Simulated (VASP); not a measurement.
# Mg2S (R-3m) in VASP: single point with PBE

Aim: the single point of Mg2S with PBE.

Everything below comes from runs of VASP 6.6.1. Logs are shortened: lines on timing, memory, paths and dates and some standing lists are left out, and cuts for length are marked.

### Step 1. The cell of the first run

It takes space group R-3m (No. 166, trigonal). The conventional cell has a = 3.147 Å, b = 3.147 Å, c = 15.875 Å, α = 90.00°, β = 90.00°, γ = 120.00°. Within 3.0 Å of S (site symmetry -3m) lie 6 Mg at 2.25 Å. Within 3.0 Å of Mg (site symmetry 3m) lie 3 S at 2.25 Å.

### Step 2. Single point, PBE

INCAR

```
SYSTEM = Mg2S
PREC     = Accurate       ! precision mode
ENCUT    = 520            ! plane-wave cutoff, eV
EDIFF    = 1E-6           ! SCF threshold, eV
ISMEAR   = 0              ! smearing method
SIGMA    = 0.1657         ! smearing width, eV
LREAL    = .FALSE.        ! projectors in reciprocal space
LASPH    = .TRUE.         ! aspherical terms in the spheres
NELM     = 80             ! most SCF steps
ALGO     = Normal         ! electronic algorithm
ISIF     = 2              ! what is computed and relaxed
LWAVE    = .FALSE.        ! write WAVECAR
LCHARG   = .FALSE.        ! write CHGCAR
GGA      = PE             ! functional
NBANDS   = 12             ! bands
```

KPOINTS

```
regular mesh
0
G
  11 11 11
  0 0 0
```

POSCAR

```
Mg2S
1.0
    1.5734200000      2.7252420000      0.0000000000
   -1.5734200000      2.7252420000      0.0000000000
   -1.5734200000      0.9084110000      5.2916300000
S Mg
1 2
Direct
    0.0000000000      0.0000000000      0.0000000000
    0.2500000000      0.5000000000      0.7500000000
    0.7500000000      0.5000000000      0.2500000000
```

Potentials or basis: VASP PAW PBE potentials, release 64 (S, Mg).

Run with:

```bash
$ cat potpaw_PBE.64/S/POTCAR potpaw_PBE.64/Mg/POTCAR > POTCAR
$ mpirun -np 1 vasp_std > vasp.out
```

OUTCAR:

```text
SYSTEM = Mg2S
   PREC = Accurate
   ENCUT = 520
   EDIFF = 1E-6
   ISMEAR = 0
   LREAL = .FALSE.
   LASPH = .TRUE.
   NELM = 80
   ISIF = 2
   GGA = PE

 ion  position               nearest neighbor table
   1  0.000  0.000  0.000-   3 2.25   3 2.25   2 2.25   2 2.25   3 2.25   2 2.25
   2  0.250  0.500  0.750-   1 2.25   1 2.25   1 2.25   3 3.21   3 3.21   3 3.21   3 3.21   3 3.21
                             3 3.21
   3  0.750  0.500  0.250-   1 2.25   1 2.25   1 2.25   2 3.21   2 3.21   2 3.21   2 3.21   2 3.21
                             2 3.21

  LATTYP: Found a trigonal (rhomboedric) cell.
 ALAT       =     5.5948377187
 COS(alpha) =     0.8418226338

  Lattice vectors:

 A1 = (   1.5734200000,   0.9084110000,   5.2916300000)
 A2 = (  -1.5734200000,   0.9084110000,   5.2916300000)
 A3 = (   0.0000000000,  -1.8168310000,   5.2916300000)

Analysis of symmetry for initial positions (statically):
=====================================================================
 Subroutine PRICEL returns:
 Original cell was already a primitive cell.

 Routine SETGRP: Setting up the symmetry group for a
 trigonal (rhombohedral) supercell.

 Subroutine GETGRP returns: Found 12 space group operations
 (whereof 12 operations were pure point group operations)
 out of a pool of 12 trial point group operations.

The static configuration has the point symmetry D_3d.

Analysis of symmetry for dynamics (positions and initial velocities):
=====================================================================
 Subroutine PRICEL returns:
 Original cell was already a primitive cell.

 Routine SETGRP: Setting up the symmetry group for a
 trigonal (rhombohedral) supercell.

 Subroutine GETGRP returns: Found 12 space group operations
 (whereof 12 operations were pure point group operations)
 out of a pool of 12 trial point group operations.

The dynamic configuration has the point symmetry D_3d.

 Subroutine INISYM returns: Found 12 space group operations
 (whereof 12 operations are pure point group operations),
 and found     1 'primitive' translations

----------------------------------------------------------------------------------------

                                     Primitive cell

  volume of cell :      45.3805

  direct lattice vectors                    reciprocal lattice vectors
     1.573420000  2.725242000  0.000000000     0.317779105  0.183469945  0.062992666
    -1.573420000  2.725242000  0.000000000    -0.317779105  0.183469945 -0.125985021
    -1.573420000  0.908411000  5.291630000     0.000000000  0.000000000  0.188977687

[... 98 lines left out ...]
   EMIN   =  10.00;   EMAX   =-10.00  energy-range for DOS
   EFERMI =   0.00;   METHOD = LEGACY
   ISMEAR =     0;   SIGMA  =   0.17  broadening in eV -4-tet -1-fermi 0-gaus
   EFERMI_NEDOS =   21; number of points for ismear=-14 and -15
   IALGO  =     38    algorithm
   IMIX   =      4    mixing-type and parameters
     AMIX     =   0.40;   BMIX     =  1.00
     AMIX_MAG =   1.60;   BMIX_MAG =  1.00
  volume/ion in A,a.u.               =      15.13       102.08
  Fermi-wavevector in a.u.,A,eV,Ry     =   0.988823  1.868604 13.303373  0.977770
  Thomas-Fermi vector in A             =   2.120377
   LORBIT       =      0    0 simple, 1 ext, 2 COOP (PROOUT), +10 PAW based schemes
   GGA     = PE    functional components
   LHFCALC =     F    Hartree Fock is set to
   AEXX    =    0.0000 exact exchange contribution
   IVDW    =     0    specifies the selected vdW correction
   LEPSILON=     F    determine dielectric tensor
   LRPA    =     F    only Hartree local field effects (RPA)
 non-spin polarized calculation
 Gauss-broadening in eV      SIGMA  =   0.17
  energy-cutoff  :      520.00
  volume of cell :       45.38
 maximum number of plane-waves:      1238
   NGX = 11   NGY = 11   NGZ = 21

 number of electron      10.0000000 magnetization

 number of electron       9.9999998 magnetization

 Free energy of the ion-electron system (eV)
  ---------------------------------------------------
  ext. energy  EPLUGINS =         0.00000000
  ---------------------------------------------------
  free energy    TOTEN  =        -7.33713426 eV

  energy without entropy =       -7.33349276  energy(sigma->0) =       -7.33531351

 E-fermi :   6.9095     XC(G=0): -10.1032

 val. band max:        6.8859055925   @ k =  -0.3636   0.3636   0.0909
 cond. band min:       6.9097372489   @ k =  -0.0000   0.4545   0.1818
 fundamental gap:      0.0238316564
 Fermi energy:         6.9094756948

 k-point     1 :       0.0000    0.0000    0.0000
  band No.  band energies     occupation
      1     -10.1822      2.00000
      2      -0.9359      2.00000
      3       2.0029      2.00000
      4       4.2181      2.00000
      5       4.2181      2.00000
      6      11.2107      0.00000
      7      12.4685      0.00000
      8      12.6938      0.00000
      9      12.6938      0.00000
     10      15.3663      0.00000
     11      15.3663      0.00000
     12      15.3890      0.00000
[... 331 lines left out ...]
 k-point    24 :      -0.0909    0.1818    0.0000
  band No.  band energies     occupation
      1      -9.3979      2.00000
      2      -0.3884      2.00000
      3       1.0085      2.00000
      4       3.0680      2.00000
      5       3.5939      2.00000
      6       9.7186      0.00000
      7      11.3487      0.00000
      8      12.2390      0.00000
      9      13.2644      0.00000
     10      13.9926      0.00000
     11      15.8940      0.00000
     12      16.3089      0.00000

 [... further k-points ...]

------------------------ aborting loop because EDIFF is reached ----------------------------------------

  FORCE on cell =-STRESS in cart. coord.  units (eV):
  Direction    XX          YY          ZZ          XY          YZ          ZX
  --------------------------------------------------------------------------------------
  -------------------------------------------------------------------------------------
  Total       12.3178149     12.3178024      9.7967823     -0.0000000     -0.0000056      0.0000000
  in kB      434.8856223    434.8851813    345.8795113     -0.0000000     -0.0001961      0.0000000
  external PRESSURE =     405.2167716 kB  Pullay stress =       0.0000000 kB

 VOLUME and BASIS-vectors are now :
 -----------------------------------------------------------------------------
  energy-cutoff  :      520.00
  volume of cell :       45.38
      direct lattice vectors                 reciprocal lattice vectors
     1.573420000  2.725242000  0.000000000     0.317779105  0.183469945  0.062992666
    -1.573420000  2.725242000  0.000000000    -0.317779105  0.183469945 -0.125985021
    -1.573420000  0.908411000  5.291630000     0.000000000  0.000000000  0.188977687

 POSITION                                       TOTAL-FORCE (eV/Angst)
 -----------------------------------------------------------------------------------
      0.00000      0.00000      0.00000         0.000000     -0.000000      0.000000
     -1.57342      2.72524      3.96872        -0.000000      0.000002     -3.915739
     -0.00000      3.63366      1.32291        -0.000000     -0.000002      3.915739
 -----------------------------------------------------------------------------------
    total drift:                                0.000000      0.000000     -0.000000

  FREE ENERGIE OF THE ION-ELECTRON SYSTEM (eV)
  ---------------------------------------------------
  free  energy   TOTEN  =        -7.3371342577 eV

  energy  without entropy=       -7.3334927637  energy(sigma->0) =       -7.33531351
```

OSZICAR:

```text
N       E                     dE             d eps       ncg     rms          rms(c)
DAV:   1     0.264006329237E+02    0.26401E+02   -0.39171E+03  3504   0.664E+02
DAV:   2    -0.579814214580E+01   -0.32199E+02   -0.29783E+02  4552   0.110E+02
DAV:   3    -0.782549814009E+01   -0.20274E+01   -0.20199E+01  4484   0.250E+01
DAV:   4    -0.783934772636E+01   -0.13850E-01   -0.13846E-01  4064   0.256E+00
DAV:   5    -0.783946987315E+01   -0.12215E-03   -0.12214E-03  4436   0.249E-01    0.851E+00
DAV:   6    -0.740333509721E+01    0.43613E+00   -0.78981E-01  4028   0.411E+00    0.615E+00
DAV:   7    -0.734414708600E+01    0.59188E-01   -0.44887E-01  4308   0.323E+00    0.277E+00
DAV:   8    -0.733726079139E+01    0.68863E-02   -0.45565E-02  4008   0.110E+00    0.102E+00
DAV:   9    -0.733715281826E+01    0.10797E-03   -0.20802E-03  4048   0.282E-01    0.233E-01
DAV:  10    -0.733713847671E+01    0.14342E-04   -0.23363E-04  4128   0.752E-02    0.357E-02
DAV:  11    -0.733713428768E+01    0.41890E-05   -0.15767E-05  4228   0.234E-02    0.833E-03
DAV:  12    -0.733713425769E+01    0.29984E-07   -0.10522E-06  3060   0.598E-03
   1 F= -.73371343E+01 E0= -.73353135E+01  d E =-.364149E-02
```

stdout:

```text
POSCAR found type information on POSCAR S Mg
 POSCAR found :  2 types and       3 ions
 scaLAPACK will be used
 LDA part: xc-table for (Slater+PW92), standard interpolation
 POSCAR, INCAR and KPOINTS ok, starting setup
 FFT: planning ... GRIDC
 FFT: planning ... GRID_SOFT
 FFT: planning ... GRID
 WAVECAR not read
 entering main loop
```

Run time: 75 s. Hardware: 1 thread of Intel Xeon 8259CL, shared host; peak memory 0.22 GiB.

Results:

```yaml
Free_energy: -7.3371 eV
Pressure: 40.5 GPa
Largest_force: 3.916 eV/Å
Band_gap_on_the_k_mesh: zero (bands 5 and 6 overlap by 0.62 eV)
```

Forces on the atoms (eV/Å):
```
S    0.000  0.000  0.000
Mg   0.000  0.000 -3.916
Mg   0.000  0.000  3.916
```

Stress tensor (GPa, compression positive):
```
43.49  0.00  0.00
 0.00 43.49  0.00
 0.00  0.00 34.59
```

Levels at points of the mesh, in eV from the Fermi level:
```tsv
k point	band 3	band 4	band 5	band 6	band 7	band 8
(0.00, 0.00, 0.00)	-4.91	-2.69	-2.69	4.30	5.56	5.78
```

Caveat: the cell stands under pressure; semilocal functionals underestimate gaps, so a narrow gap can read as zero; forces of over 1 eV/Å act on the atoms, so gaps and moduli don't describe the material at rest.
